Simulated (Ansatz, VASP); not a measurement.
HfI in VASP and in Ansatz

```
Hf I
1.0
     5.03458    0.00000    0.00000
     0.00000    3.52726    0.00000
     0.00000    0.00000    5.22285
Hf I
2 2
Direct
  0.75000 0.00000 0.70868
  0.25000 0.00000 0.29132
  0.75000 0.50000 0.23896
  0.25000 0.50000 0.76104
```

Alike in both runs: functional PBE; k mesh 10 × 12 × 10; occupations gaussian, width 0.1 eV; no spin polarisation.

Ansatz relaxed the structure, and its values are those at the end. VASP's run is a single point on that final structure, the one shown.

|  | VASP | Ansatz |
| --- | --- | --- |
| version | VASP 6.6.1 | Ansatz 0.2.0 |
| potentials or method | VASP PAW PBE potentials, release 64 (Hf_pv, I), cutoff 520 eV | scalar-relativistic, plane waves, PAW |
| valence electrons in the cell | 34 | 86 |

VASP gave:

```
gap on the k mesh at the Fermi level (eV) : none
pressure (GPa)                            : -0.4
rms of the force components (eV/Å)        : 0.010
```

**Question.** What did Ansatz give for the same quantities?

**Answer.** gap on the k mesh at the Fermi level (eV): none; pressure (GPa): 0.0; rms of the force components (eV/Å): 0.000.

A gap of «none» marks a metal or a gap that the smearing closes. VASP's potentials hold 34 valence electrons a cell and Ansatz's 86, so a difference there can come from the potentials and not from the codes.

Spin-orbit coupling is off throughout.
